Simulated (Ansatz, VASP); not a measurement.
## CuGe4: VASP beside Ansatz

INCAR

```
  PREC = Accurate
  ENCUT = 520
  EDIFF = 1E-7
  ISMEAR = 0
  SIGMA = 0.1
  LREAL = F
  LASPH = T
  NELM = 80
  ALGO = Fast
  ISIF = 2
  LWAVE = F
  LCHARG = F
  LDIPOL = T
  IDIPOL = 3
  DIPOL = 0.5 0.5 0.335
  GGA = PE
  IVDW = 12
  NBANDS = 42
```

KPOINTS

```
Automatic mesh
0
Gamma
  9 9 1
```

POSCAR

```
CuGe4
1.0
    4.0303587933      0.0000000000      0.0000000000
   -2.0151793967      3.4903931014      0.0000000000
    0.0000000000      0.0000000000     21.4984134729
Ge Cu
4 1
Direct
    0.3333333333      0.6666666667      0.1860602414
    0.0000000000      0.0000000000      0.2243278812
    0.0000000000      0.0000000000      0.3459155542
    0.6666666667      0.3333333333      0.3813496974
    0.6666666667      1.2222222222      0.5348493966
```

Input for Ansatz:

```yaml
crystal:
  lattice:
    - [4.0303587933, 0.0, 0.0]
    - [-2.0151793967, 3.4903931014, 0.0]
    - [0.0, 0.0, 21.4984134729]
  atoms:
    - { symbol: Ge, position: [0.3333333333, 0.6666666667, 0.1860602414] }
    - { symbol: Ge, position: [0.0, 0.0, 0.2243278812] }
    - { symbol: Ge, position: [0.0, 0.0, 0.3459155542] }
    - { symbol: Ge, position: [0.6666666667, 0.3333333333, 0.3813496974] }
    - { symbol: Cu, position: [0.6666666667, 1.2222222222, 0.5348493966] }
basis:
  ecutwfc: 420
kpoints:
  mp_grid: { grid: [9, 9, 1] }
hamiltonian:
  xc: pbe
  pseudopotentials: { kind: paw, azcp: { folder: soft_1 } }
  dispersion: d3bj
scf:
  occupations: { method: gaussian, width: 0.1 }
output:
  forces: true
  eigenvalues: true
efield:
  axis: 3
  dipole_correction: true
  ramp_width: 0.04
```

Alike in both runs: task single point; functional PBE; dispersion D3(BJ); k mesh 9 × 9 × 1; occupations gaussian, width 0.1 eV; no spin polarisation.

|  | VASP | Ansatz |
| --- | --- | --- |
| version | VASP 6.6.1 | Ansatz 0.2.0 |
| potentials or method | VASP PAW PBE potentials, release 64 (Ge_d, Cu), cutoff 520 eV | scalar-relativistic, plane waves, PAW |
| valence electrons in the cell | 67 | 75 |

|  | VASP | Ansatz | Ansatz less VASP |
| --- | --- | --- | --- |
| gap on the k mesh at the Fermi level (eV) | none | none | - |
| rms of the force components (eV/Å) | 0.298 | 0.299 | +0.0009 |

Atom by atom the forces differ by 0.002 eV/Å (rms over components). A gap of «none» marks a metal or a gap that the smearing closes. VASP's potentials hold 67 valence electrons a cell and Ansatz's 75, so a difference there can come from the potentials and not from the codes.
